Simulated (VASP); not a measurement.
A run of VASP 6.6.1:

The input INCAR:

```
SYSTEM = Os
ALGO = Normal ; EDIFF = 1E-7
ENCUT = 520 ; GGA = PE
ISIF = 2 ; ISMEAR = 0
LASPH = .True. ; LCHARG = .True.
LELF = .True. ; LREAL = .False.
LVHAR = .True. ; LWAVE = .False.
NBANDS = 15 ; NELM = 60
PREC = Accurate ; SIGMA = 0.02
```

File KPOINTS:

```
k-points
0
Gamma
  11 11 6
  0 0 0
```

File POSCAR:

```
Os
1.0
    2.7341000000      0.0000000000      0.0000000000
   -1.3670500000      2.3678000565      0.0000000000
    0.0000000000      0.0000000000      4.3197000000
Os
2
Direct
    0.6666666667      0.3333333333      0.7500000000
    0.3333333333      0.6666666667      0.2500000000
```

Potentials or basis: VASP PAW PBE potentials, release 64 (Os).

Launch:

```sh
$ cat potpaw_PBE.64/Os/POTCAR > POTCAR
$ mpirun -np 1 vasp_std > vasp.out
```

Hardware: 1 thread of Intel(R) Xeon(R) Platinum 8488C (Sapphire Rapids) (shared host).

Problem. Estimate the wall time of this run.

Solution. Run time: 13 s on 1 thread of Intel(R) Xeon(R) Platinum 8488C (Sapphire Rapids) (shared host), peak memory 0.15 GiB. Counts: scf iterations 13, k points 64.
